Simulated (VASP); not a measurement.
# SnPt3 (Pm-3m) in VASP: a series of runs, part 2 of 3

VASP 6.6.1. The steps go on from the part before.

### Step 3. Electric field gradients, LDA (volume scaled by 0.98)

The input, INCAR:

```
PREC = Accurate ; ENCUT = 520
EDIFF = 1E-8 ; ISMEAR = -1
SIGMA = 0.05 ; LREAL = F
LASPH = T ; NELM = 100
ALGO = Normal ; ISIF = 2
LWAVE = F ; LCHARG = F
LEFG = T ; NBANDS = 30
```

The input, KPOINTS:

```
Automatic mesh
0
Gamma
  8 8 8
```

The input, POSCAR:

```
SnPt3
1.0
    3.9731535535      0.0000000000      0.0000000000
    0.0000000000      3.9731535535      0.0000000000
    0.0000000000      0.0000000000      3.9731535535
Sn Pt
1 3
Direct
    0.0000000000      0.0000000000      0.0000000000
    0.0000000000      0.5000000000      0.5000000000
    0.5000000000      0.0000000000      0.5000000000
    0.5000000000      0.5000000000      0.0000000000
```

Potentials or basis: VASP PAW LDA potentials, release 64 (Sn_d, Pt).

Started as:

```sh
$ cat potpaw_LDA.64/Sn_d/POTCAR potpaw_LDA.64/Pt/POTCAR > POTCAR
$ mpirun -np 1 vasp_std > vasp.out
```

OUTCAR:

```text
PREC = Accurate
   ENCUT = 520
   EDIFF = 1E-8
   ISMEAR = -1
   LREAL = F
   LASPH = T
   NELM = 100
   ISIF = 2

 ion  position               nearest neighbor table
   1  0.000  0.000  0.000-   2 2.81   3 2.81   4 2.81   2 2.81   3 2.81   2 2.81   4 2.81   2 2.81
                             3 2.81   4 2.81   3 2.81   4 2.81
   2  0.000  0.500  0.500-   1 2.81   3 2.81   4 2.81   1 2.81   4 2.81   1 2.81   3 2.81   1 2.81
                             3 2.81   4 2.81   4 2.81   3 2.81
   3  0.500  0.000  0.500-   1 2.81   2 2.81   4 2.81   1 2.81   4 2.81   2 2.81   4 2.81   4 2.81
                             1 2.81   2 2.81   1 2.81   2 2.81
   4  0.500  0.500  0.000-   1 2.81   2 2.81   3 2.81   2 2.81   3 2.81   1 2.81   3 2.81   3 2.81
                             1 2.81   2 2.81   2 2.81   1 2.81

  LATTYP: Found a simple cubic cell.
 ALAT       =     3.9731535535

  Lattice vectors:

 A1 = (   3.9731535535,   0.0000000000,   0.0000000000)
 A2 = (   0.0000000000,   3.9731535535,   0.0000000000)
 A3 = (   0.0000000000,   0.0000000000,   3.9731535535)

Analysis of symmetry for initial positions (statically):
=====================================================================
 Subroutine PRICEL returns:
 Original cell was already a primitive cell.

 Routine SETGRP: Setting up the symmetry group for a
 simple cubic supercell.

 Subroutine GETGRP returns: Found 48 space group operations
 (whereof 48 operations were pure point group operations)
 out of a pool of 48 trial point group operations.

The static configuration has the point symmetry O_h .

Analysis of symmetry for dynamics (positions and initial velocities):
=====================================================================
 Subroutine PRICEL returns:
 Original cell was already a primitive cell.

 Routine SETGRP: Setting up the symmetry group for a
 simple cubic supercell.

 Subroutine GETGRP returns: Found 48 space group operations
 (whereof 48 operations were pure point group operations)
 out of a pool of 48 trial point group operations.

The dynamic configuration has the point symmetry O_h .

 Subroutine INISYM returns: Found 48 space group operations
 (whereof 48 operations are pure point group operations),
 and found     1 'primitive' translations

----------------------------------------------------------------------------------------

                                     Primitive cell

  volume of cell :      62.7200

  direct lattice vectors                    reciprocal lattice vectors
     3.973153553  0.000000000  0.000000000     0.251689240  0.000000000  0.000000000
     0.000000000  3.973153553  0.000000000     0.000000000  0.251689240  0.000000000
     0.000000000  0.000000000  3.973153553     0.000000000  0.000000000  0.251689240

  length of vectors
     3.973153553  3.973153553  3.973153553     0.251689240  0.251689240  0.251689240

  position of ions in fractional coordinates (direct lattice)
     0.000000000  0.000000000  0.000000000
     0.000000000  0.500000000  0.500000000
     0.500000000  0.000000000  0.500000000
[... 95 lines left out ...]
   ISMEAR =    -1;   SIGMA  =   0.05  broadening in eV -4-tet -1-fermi 0-gaus
   EFERMI_NEDOS =   21; number of points for ismear=-14 and -15
   IALGO  =     38    algorithm
   IMIX   =      4    mixing-type and parameters
     AMIX     =   0.40;   BMIX     =  1.00
     AMIX_MAG =   1.60;   BMIX_MAG =  1.00
  volume/ion in A,a.u.               =      15.68       105.81
  Fermi-wavevector in a.u.,A,eV,Ry     =   1.454645  2.748881 28.789823  2.115992
  Thomas-Fermi vector in A             =   2.571772
   LORBIT       =      0    0 simple, 1 ext, 2 COOP (PROOUT), +10 PAW based schemes
   GGA     = CA    functional components
   LHFCALC =     F    Hartree Fock is set to
   AEXX    =    0.0000 exact exchange contribution
   IVDW    =     0    specifies the selected vdW correction
   LEPSILON=     F    determine dielectric tensor
   LRPA    =     F    only Hartree local field effects (RPA)
 non-spin polarized calculation
  energy-cutoff  :      520.00
  volume of cell :       62.72
 maximum number of plane-waves:      1743
 NGX is ok and might be reduce to    30
   NGX = 15   NGY = 15   NGZ = 15

 number of electron      44.0000017 magnetization

 Free energy of the ion-electron system (eV)
  ---------------------------------------------------
  ext. energy  EPLUGINS =         0.00000000
  ---------------------------------------------------
  free energy    TOTEN  =       -28.58488854 eV

  energy without entropy =      -28.57492513  energy(sigma->0) =      -28.57990684

 E-fermi :  12.1962     XC(G=0): -13.4451

 val. band max:       12.1660465063   @ k =   0.5000   0.3750   0.3750
 cond. band min:      12.2549282231   @ k =   0.5000   0.3750   0.3750
 fundamental gap:      0.0888817168
 Fermi energy:        12.1962311173

 k-point     1 :       0.0000    0.0000    0.0000
  band No.  band energies     occupation
      1      -9.7463      2.00000
      2      -9.7463      2.00000
      3      -9.7299      2.00000
      4      -9.7299      2.00000
      5      -9.7299      2.00000
      6      -0.0863      2.00000
[... 781 lines left out ...]
     29      20.9033      0.00000
     30      22.3908      0.00000

 [... further k-points ...]

------------------------ aborting loop because EDIFF is reached ----------------------------------------

  FORCE on cell =-STRESS in cart. coord.  units (eV):
  Direction    XX          YY          ZZ          XY          YZ          ZX
  --------------------------------------------------------------------------------------
  -------------------------------------------------------------------------------------
  Total        0.7934374      0.7934374      0.7934374      0.0000000      0.0000000     -0.0000000
  in kB       20.2682955     20.2682955     20.2682955      0.0000000      0.0000000     -0.0000000
  external PRESSURE =      20.2682955 kB  Pullay stress =       0.0000000 kB

 VOLUME and BASIS-vectors are now :
 -----------------------------------------------------------------------------
  energy-cutoff  :      520.00
  volume of cell :       62.72
      direct lattice vectors                 reciprocal lattice vectors
     3.973153553  0.000000000  0.000000000     0.251689240  0.000000000  0.000000000
     0.000000000  3.973153553  0.000000000     0.000000000  0.251689240  0.000000000
     0.000000000  0.000000000  3.973153553     0.000000000  0.000000000  0.251689240

 POSITION                                       TOTAL-FORCE (eV/Angst)
 -----------------------------------------------------------------------------------
      0.00000      0.00000      0.00000         0.000000      0.000000      0.000000
      0.00000      1.98658      1.98658         0.000000      0.000000      0.000000
      1.98658      0.00000      1.98658         0.000000      0.000000      0.000000
      1.98658      1.98658      0.00000         0.000000      0.000000      0.000000
 -----------------------------------------------------------------------------------
    total drift:                                0.000000      0.000000     -0.000000

  FREE ENERGIE OF THE ION-ELECTRON SYSTEM (eV)
  ---------------------------------------------------
  free  energy   TOTEN  =       -28.5848885403 eV

  energy  without entropy=      -28.5749251305  energy(sigma->0) =      -28.57990684

 Electric field gradients (V/A^2)
---------------------------------------------------------------------
 ion       V_xx      V_yy      V_zz      V_xy      V_xz      V_yz
---------------------------------------------------------------------
   1       0.000     0.000    -0.000    -0.000    -0.000     0.000
   2    -149.836    74.918    74.918    -0.000    -0.000    -0.000
   3      74.918  -149.836    74.918     0.000     0.000    -0.000
   4      74.918    74.918  -149.836     0.000     0.000     0.000
---------------------------------------------------------------------

 Electric field gradients after diagonalization (V/A^2)
 (convention: |V_zz| > |V_xx| > |V_yy|)
----------------------------------------------------------------------
 ion       V_xx      V_yy      V_zz     asymmetry (V_yy - V_xx)/ V_zz
----------------------------------------------------------------------
   1       0.000    -0.000     0.000      -1.663
   2      74.918    74.918  -149.836       0.000
   3      74.918    74.918  -149.836       0.000
   4      74.918    74.918  -149.836       0.000
----------------------------------------------------------------------

           NMR quadrupolar parameters

 Cq : quadrupolar parameter    Cq=e*Q*V_zz/h
 eta: asymmetry parameters     (V_yy - V_xx)/ V_zz
 Q  : nuclear electric quadrupole moment in mb (millibarn)
----------------------------------------------------------------------
 ion       Cq(MHz)       eta       Q (mb)
----------------------------------------------------------------------
   1       0.000      -1.663       1.000
   2      -0.362       0.000       1.000
   3      -0.362       0.000       1.000
   4      -0.362       0.000       1.000
----------------------------------------------------------------------
```

OSZICAR:

```text
N       E                     dE             d eps       ncg     rms          rms(c)
DAV:   1     0.404181710850E+03    0.40418E+03   -0.21005E+04  2298   0.197E+03
DAV:   2     0.141096467370E+02   -0.39007E+03   -0.36828E+03  2212   0.533E+02
DAV:   3    -0.283097461585E+02   -0.42419E+02   -0.40690E+02  2298   0.133E+02
DAV:   4    -0.296307653955E+02   -0.13210E+01   -0.13168E+01  2456   0.238E+01
DAV:   5    -0.296664646857E+02   -0.35699E-01   -0.35696E-01  2576   0.417E+00    0.203E+01
DAV:   6    -0.287385799998E+02    0.92788E+00   -0.21349E+00  2346   0.960E+00    0.102E+01
DAV:   7    -0.286017756680E+02    0.13680E+00   -0.15661E-01  2826   0.429E+00    0.393E+00
DAV:   8    -0.285864214415E+02    0.15354E-01   -0.24074E-02  2828   0.106E+00    0.336E-01
DAV:   9    -0.285848840256E+02    0.15374E-02   -0.59914E-03  2718   0.880E-01    0.579E-02
DAV:  10    -0.285848895024E+02   -0.54768E-05   -0.16744E-04  2748   0.121E-01    0.183E-02
DAV:  11    -0.285848886926E+02    0.80980E-06   -0.97639E-06  2968   0.246E-02    0.487E-03
DAV:  12    -0.285848885398E+02    0.15282E-06   -0.69001E-07  2384   0.690E-03    0.174E-03
DAV:  13    -0.285848885403E+02   -0.48567E-09   -0.26882E-08  1922   0.188E-03
   1 F= -.28584889E+02 E0= -.28579907E+02  d E =-.996341E-02
```

It took 22 s on 1 thread of Intel Xeon 6975P-C (Granite Rapids), shared host; peak memory 0.18 GiB.

Results:

```yaml
Free_energy: -28.5849 eV
Pressure: 2.0 GPa
Band_gap_on_the_k_mesh: zero (band 22 reaches 12.35 eV, above the bottom of band 23 at 11.88 eV)
```

Electric field gradients, principal values (V/Å²):
| atom | least | middle | greatest (by size) |
| --- | --- | --- | --- |
| 1 Sn | 0.000 | 0.000 | 0.000 |
| 2 Pt | 74.918 | 74.918 | -149.836 |
| 3 Pt | 74.918 | 74.918 | -149.836 |
| 4 Pt | 74.918 | 74.918 | -149.836 |

Caveat: without QUAD_EFG the Cq values of the log hold for a quadrupole moment of 1 mb, not for the nuclei; spin-orbit coupling is left out, which moves the levels of the heavy elements.

### Step 4. Electric field gradients, LDA (volume scaled by 0.98)

The input, INCAR:

```
  PREC = Accurate
  ENCUT = 520
  EDIFF = 1E-8
  ISMEAR = -1
  SIGMA = 0.05
  LREAL = F
  LASPH = T
  NELM = 60
  ALGO = Normal
  ISIF = 2
  LWAVE = F
  LCHARG = F
  GGA = CA
  LEFG = T
  NBANDS = 30
```

KPOINTS is that of step 3.

POSCAR is that of step 3.

Potentials or basis: VASP PAW LDA potentials, release 64 (Sn_d, Pt).

Started as:

```sh
$ cat potpaw_LDA.64/Sn_d/POTCAR potpaw_LDA.64/Pt/POTCAR > POTCAR
$ mpirun -np 1 vasp_std > vasp.out
```

OUTCAR:

```text
PREC = Accurate
   ENCUT = 520
   EDIFF = 1E-8
   ISMEAR = -1
   LREAL = F
   LASPH = T
   NELM = 60
   ISIF = 2
   GGA = CA

 ion  position               nearest neighbor table
   1  0.000  0.000  0.000-   2 2.81   3 2.81   4 2.81   2 2.81   3 2.81   2 2.81   4 2.81   2 2.81
                             3 2.81   4 2.81   3 2.81   4 2.81
   2  0.000  0.500  0.500-   1 2.81   3 2.81   4 2.81   1 2.81   4 2.81   1 2.81   3 2.81   1 2.81
                             3 2.81   4 2.81   4 2.81   3 2.81
   3  0.500  0.000  0.500-   1 2.81   2 2.81   4 2.81   1 2.81   4 2.81   2 2.81   4 2.81   4 2.81
                             1 2.81   2 2.81   1 2.81   2 2.81
[... 1029 lines left out ...]
   1       0.000     0.000    -0.000    -0.000    -0.000     0.000
   2    -149.836    74.918    74.918    -0.000    -0.000    -0.000
   3      74.918  -149.836    74.918     0.000     0.000    -0.000
   4      74.918    74.918  -149.836     0.000     0.000     0.000
---------------------------------------------------------------------

 Electric field gradients after diagonalization (V/A^2)
 (convention: |V_zz| > |V_xx| > |V_yy|)
----------------------------------------------------------------------
 ion       V_xx      V_yy      V_zz     asymmetry (V_yy - V_xx)/ V_zz
----------------------------------------------------------------------
   1       0.000    -0.000     0.000      -1.663
   2      74.918    74.918  -149.836       0.000
   3      74.918    74.918  -149.836       0.000
   4      74.918    74.918  -149.836       0.000
----------------------------------------------------------------------

           NMR quadrupolar parameters

 Cq : quadrupolar parameter    Cq=e*Q*V_zz/h
 eta: asymmetry parameters     (V_yy - V_xx)/ V_zz
 Q  : nuclear electric quadrupole moment in mb (millibarn)
----------------------------------------------------------------------
 ion       Cq(MHz)       eta       Q (mb)
----------------------------------------------------------------------
   1       0.000      -1.663       1.000
   2      -0.362       0.000       1.000
   3      -0.362       0.000       1.000
   4      -0.362       0.000       1.000
----------------------------------------------------------------------
```

stdout:

```text
POSCAR found type information on POSCAR SnPt
 POSCAR found :  2 types and       4 ions
 scaLAPACK will be used
 LDA part: xc-table for (Slater(with rela. corr.)+CA(PZ))
 , standard interpolation
 POSCAR, INCAR and KPOINTS ok, starting setup
 FFT: planning ... GRIDC
 FFT: planning ... GRID_SOFT
 FFT: planning ... GRID
 WAVECAR not read
 entering main loop
ion   1

ion   2

ion   3

ion   4
```

It took 24 s on 1 thread of Intel Xeon 6975P-C (Granite Rapids), shared host; peak memory 0.18 GiB.

What came out:

* Free energy: -28.5849 eV
* Pressure: 2.0 GPa
* Band gap on the k mesh: zero (band 22 reaches 12.35 eV, above the bottom of band 23 at 11.88 eV)

Levels at points of the mesh, in eV from the Fermi level:
```tsv
k point	band 18	band 19	band 20	band 21	band 22	band 23	band 24	band 25	band 26	band 27
(0.00, 0.00, 0.00)	-1.35	-1.26	-1.26	-0.40	0.15	0.15	0.15	3.06	6.44	6.44
(0.50, 0.00, 0.00)	-2.58	-2.58	-2.44	-1.15	0.16	1.87	3.97	3.97	5.42	5.42
(0.50, 0.50, 0.00)	-2.85	-2.67	-2.16	-1.99	-1.60	0.96	0.96	5.18	6.84	7.71
(0.50, 0.50, 0.50)	-2.70	-2.16	-2.16	-0.83	-0.32	-0.32	-0.32	0.98	3.76	3.76
```

Electric field gradients, principal values (V/Å²):
```csv
atom,least,middle,greatest (by size)
1 Sn,0.000,0.000,0.000
2 Pt,74.918,74.918,-149.836
3 Pt,74.918,74.918,-149.836
4 Pt,74.918,74.918,-149.836
```

Caveat: without QUAD_EFG the Cq values of the log hold for a quadrupole moment of 1 mb, not for the nuclei; spin-orbit coupling is left out, which moves the levels of the heavy elements.

(Part 2 of 3 ends here.)
